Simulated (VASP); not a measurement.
# AlN (I4/mmm) in VASP: a series of runs

The runs below take AlN through single point, with PBEsol.

All numbers are computed with VASP 6.6.1; they aren't measurements. Logs are shortened: lines on timing, memory, paths and dates and some standing lists are left out, and cuts for length are marked.

### 1 The cell of the first run

It takes space group I4/mmm (No. 139, tetragonal). The conventional cell has a = 2.877 Å, b = 2.877 Å, c = 3.906 Å, α = 90.00°, β = 90.00°, γ = 90.00°. Al (site symmetry 4/mmm) has 6 N at 1.95 to 2.03 Å within 2.6 Å. N (site symmetry 4/mmm) has 6 Al at 1.95 to 2.03 Å within 2.6 Å.

### 2 Single point, PBEsol (strain -0.0400 x Voigt [0, 0, 1, 0, 0, 0])

Contents of INCAR:

```
  PREC = Accurate
  ENCUT = 520
  EDIFF = 1E-6
  ISMEAR = 0
  SIGMA = 0.05
  LREAL = False
  LASPH = True
  NELM = 80
  ALGO = Normal
  ISIF = 2
  LWAVE = False
  LCHARG = False
  GGA = PS
  NBANDS = 11
```

Contents of KPOINTS:

```
regular mesh
0
Gamma
  10 10 10
```

Contents of POSCAR:

```
AlN
1.0
    0.0000000000      2.0345180000      1.9531372800
    2.0345180000      0.0000000000      1.9531372800
    2.0345180000      2.0345180000      0.0000000000
Al N
1 1
Direct
    0.5000000000      0.5000000000      0.5000000000
    0.0000000000      0.0000000000      0.0000000000
```

Potentials or basis: VASP PAW PBE potentials, release 64 (Al, N).

Started as:

```
$ cat potpaw_PBE.64/Al/POTCAR potpaw_PBE.64/N/POTCAR > POTCAR
$ mpirun -np 1 vasp_std > vasp.out
```

OUTCAR:

```text
PREC = Accurate
   ENCUT = 520
   EDIFF = 1E-6
   ISMEAR = 0
   LREAL = False
   LASPH = True
   NELM = 80
   ISIF = 2
   GGA = PS

 ion  position               nearest neighbor table
   1  0.500  0.500  0.500-   2 1.95   2 1.95   2 2.03   2 2.03   2 2.03   2 2.03
   2  0.000  0.000  0.000-   1 1.95   1 1.95   1 2.03   1 2.03   1 2.03   1 2.03

  LATTYP: Found a body centered tetragonal cell.
 ALAT       =     2.8772429485
 C/A-ratio  =     1.3576450199

  Lattice vectors:

 A1 = (   0.0000000000,  -2.0345180000,  -1.9531372800)
 A2 = (   0.0000000000,   2.0345180000,  -1.9531372800)
 A3 = (   2.0345180000,   0.0000000000,   1.9531372800)

Analysis of symmetry for initial positions (statically):
=====================================================================
 Subroutine PRICEL returns:
 Original cell was already a primitive cell.

 Routine SETGRP: Setting up the symmetry group for a
 body centered tetragonal supercell.

 Subroutine GETGRP returns: Found 16 space group operations
 (whereof 16 operations were pure point group operations)
 out of a pool of 16 trial point group operations.

The static configuration has the point symmetry D_4h.

Analysis of symmetry for dynamics (positions and initial velocities):
=====================================================================
 Subroutine PRICEL returns:
 Original cell was already a primitive cell.

 Routine SETGRP: Setting up the symmetry group for a
 body centered tetragonal supercell.

 Subroutine GETGRP returns: Found 16 space group operations
 (whereof 16 operations were pure point group operations)
 out of a pool of 16 trial point group operations.

The dynamic configuration has the point symmetry D_4h.

 Subroutine INISYM returns: Found 16 space group operations
 (whereof 16 operations are pure point group operations),
 and found     1 'primitive' translations

----------------------------------------------------------------------------------------

                                     Primitive cell

  volume of cell :      16.1691

  direct lattice vectors                    reciprocal lattice vectors
     0.000000000  2.034518000  1.953137280    -0.245758455  0.245758455  0.255998390
     2.034518000  0.000000000  1.953137280     0.245758455 -0.245758455  0.255998390
     2.034518000  2.034518000  0.000000000     0.245758455  0.245758455 -0.255998390

  length of vectors
     2.820285221  2.820285221  2.877242948     0.431659139  0.431659139  0.431659139

  position of ions in fractional coordinates (direct lattice)
     0.500000000  0.500000000  0.500000000
     0.000000000  0.000000000  0.000000000

  ion indices of the primitive-cell ions
   primitive index   ion index
                 1           1
[... 80 lines left out ...]
   ISYM   =      2    0-nonsym 1-usesym 2-fastsym
   POTIM  = 0.5000    time-step for ionic-motion
   TEBEG  =    0.0;   TEEND  =   0.0 temperature during run
   PSTRESS=    0.0 pullay stress
   NELECT =       8.0000    total number of electrons
   NUPDOWN=      -1.0000    fix difference up-down
   EMIN   =  10.00;   EMAX   =-10.00  energy-range for DOS
   EFERMI =   0.00;   METHOD = LEGACY
   ISMEAR =     0;   SIGMA  =   0.05  broadening in eV -4-tet -1-fermi 0-gaus
   EFERMI_NEDOS =   21; number of points for ismear=-14 and -15
   IALGO  =     38    algorithm
   IMIX   =      4    mixing-type and parameters
     AMIX     =   0.40;   BMIX     =  1.00
     AMIX_MAG =   1.60;   BMIX_MAG =  1.00
  volume/ion in A,a.u.               =       8.08        54.56
  Fermi-wavevector in a.u.,A,eV,Ry     =   1.294820  2.446856 22.810983  1.676560
  Thomas-Fermi vector in A             =   2.426379
   LORBIT       =      0    0 simple, 1 ext, 2 COOP (PROOUT), +10 PAW based schemes
   GGA     = PS    functional components
   LHFCALC =     F    Hartree Fock is set to
   AEXX    =    0.0000 exact exchange contribution
   IVDW    =     0    specifies the selected vdW correction
   LEPSILON=     F    determine dielectric tensor
   LRPA    =     F    only Hartree local field effects (RPA)
 non-spin polarized calculation
 Gauss-broadening in eV      SIGMA  =   0.05
  energy-cutoff  :      520.00
  volume of cell :       16.17
 maximum number of plane-waves:       446
 NGX is ok and might be reduce to    24
   NGX = 11   NGY = 11   NGZ = 11

 number of electron       7.9999999 magnetization

 Free energy of the ion-electron system (eV)
  ---------------------------------------------------
  ext. energy  EPLUGINS =         0.00000000
  ---------------------------------------------------
  free energy    TOTEN  =       -15.42203135 eV

  energy without entropy =      -15.42203135  energy(sigma->0) =      -15.42203135

 E-fermi :  10.5262     XC(G=0): -12.5527

 val. band max:       10.2667192926   @ k =   0.0000   0.0000   0.0000
 cond. band min:      14.7067556051   @ k =   0.5000   0.5000   0.0000
 fundamental gap:      4.4400363126
 Fermi energy:        10.5261868056

 k-point     1 :       0.0000    0.0000    0.0000
  band No.  band energies     occupation
      1      -7.5840      2.00000
      2       9.9603      2.00000
      3      10.2667      2.00000
      4      10.2667      2.00000
      5      16.1231      0.00000
      6      22.1019      0.00000
      7      22.1019      0.00000
      8      22.6508      0.00000
      9      27.3375      0.00000
     10      27.4287      0.00000
     11      28.7490      0.00000
[... 309 lines left out ...]
 k-point    24 :       0.4000    0.3000    0.0000
  band No.  band energies     occupation
      1      -4.3156      2.00000
      2       4.2061      2.00000
      3       7.2054      2.00000
      4       7.6507      2.00000
      5      16.1852      0.00000
      6      16.9081      0.00000
      7      22.8285      0.00000
      8      25.6290      0.00000
      9      26.5039      0.00000
     10      31.8941      0.00000
     11      35.3483      0.00000

 [... further k-points ...]
[... 5 lines left out ...]
  --------------------------------------------------------------------------------------
  -------------------------------------------------------------------------------------
  Total        0.2412672      0.2412672      1.6979183      0.0000000     -0.0000000      0.0000000
  in kB       23.9068871     23.9068871    168.2447522      0.0000000     -0.0000000      0.0000000
  external PRESSURE =      72.0195088 kB  Pullay stress =       0.0000000 kB

 VOLUME and BASIS-vectors are now :
 -----------------------------------------------------------------------------
  energy-cutoff  :      520.00
  volume of cell :       16.17
      direct lattice vectors                 reciprocal lattice vectors
     0.000000000  2.034518000  1.953137280    -0.245758455  0.245758455  0.255998390
     2.034518000  0.000000000  1.953137280     0.245758455 -0.245758455  0.255998390
     2.034518000  2.034518000  0.000000000     0.245758455  0.245758455 -0.255998390

 POSITION                                       TOTAL-FORCE (eV/Angst)
 -----------------------------------------------------------------------------------
      2.03452      2.03452      1.95314         0.000000     -0.000000     -0.000000
      0.00000      0.00000      0.00000        -0.000000      0.000000      0.000000
 -----------------------------------------------------------------------------------
    total drift:                                0.000000     -0.000000     -0.000000

  FREE ENERGIE OF THE ION-ELECTRON SYSTEM (eV)
  ---------------------------------------------------
  free  energy   TOTEN  =       -15.4220313465 eV

  energy  without entropy=      -15.4220313465  energy(sigma->0) =      -15.42203135
```

OSZICAR:

```text
N       E                     dE             d eps       ncg     rms          rms(c)
DAV:   1     0.564831987772E+01    0.56483E+01   -0.40023E+03  2260   0.669E+02
DAV:   2    -0.164794603700E+02   -0.22128E+02   -0.21339E+02  2806   0.124E+02
DAV:   3    -0.170715491898E+02   -0.59209E+00   -0.59050E+00  2713   0.181E+01
DAV:   4    -0.170734333941E+02   -0.18842E-02   -0.18840E-02  2529   0.110E+00
DAV:   5    -0.170734461297E+02   -0.12736E-04   -0.12735E-04  2661   0.930E-02    0.742E+00
DAV:   6    -0.154656018490E+02    0.16078E+01   -0.66945E+00  2478   0.137E+01    0.279E+00
DAV:   7    -0.154356363470E+02    0.29966E-01   -0.17396E-01  2502   0.296E+00    0.179E+00
DAV:   8    -0.154223426151E+02    0.13294E-01   -0.13693E-02  2394   0.104E+00    0.356E-01
DAV:   9    -0.154220140215E+02    0.32859E-03   -0.14057E-03  2610   0.227E-01    0.161E-01
DAV:  10    -0.154220353194E+02   -0.21298E-04   -0.75610E-05  2506   0.625E-02    0.402E-02
DAV:  11    -0.154220315377E+02    0.37816E-05   -0.10417E-05  2517   0.192E-02    0.537E-03
DAV:  12    -0.154220313465E+02    0.19125E-06   -0.25116E-07  1353   0.454E-03
   1 F= -.15422031E+02 E0= -.15422031E+02  d E =-.113798E-15
```

It took 28 s on 1 thread of Intel Xeon 8259CL, shared host; peak memory 0.14 GiB.

Results:

```yaml
Free_energy: -15.4220 eV
Pressure: 7.2 GPa
Band_gap_on_the_k_mesh: 4.44 eV, indirect (least direct gap 5.86 eV)
```

Caveat: the cell differs from its parent crystal (strain -0.0400 x Voigt [0, 0, 1, 0, 0, 0]); the PAW data sets were made with another functional, which shifts forces and pressure a little.

(Part 1 of 3 ends here.)
